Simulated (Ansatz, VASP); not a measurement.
# One calculation of KCl, two programs

```
K Cl
1.0
     0.00000    3.10876    3.15610
     3.10876    0.00000    3.15610
     3.10876    3.10876    0.00000
K Cl
1 1
Direct
  0.00000 0.00000 0.00000
  0.50000 0.50000 0.50000
```

Change from the starting cell: strain -0.0150 x Voigt [1, 1, 0, 0, 0, 0], atoms carried along.

Alike in both runs: task single point; functional PBE; k mesh 6 × 6 × 6; occupations gaussian, width 0.05 eV; no spin polarisation.

```csv
,VASP,Ansatz
version,VASP 6.6.1,Ansatz 0.2.0
potentials or method,"VASP PAW PBE potentials, release 64 (K_sv, Cl), cutoff 520 eV","scalar-relativistic, plane waves, PAW"
valence electrons in the cell,16,16
```

|  | VASP | Ansatz | Ansatz less VASP |
| --- | --- | --- | --- |
| gap on the k mesh at the Fermi level (eV) | 5.26 | 5.26 | +0.002 |
| least direct gap on the mesh (eV) | 5.26 | 5.26 | +0.002 |
| pressure (GPa) | 1.2 | 1.2 | -0.04 |
| traceless stress, the component that is largest in VASP (GPa) | -0.42 | -0.41 | +0.008 |
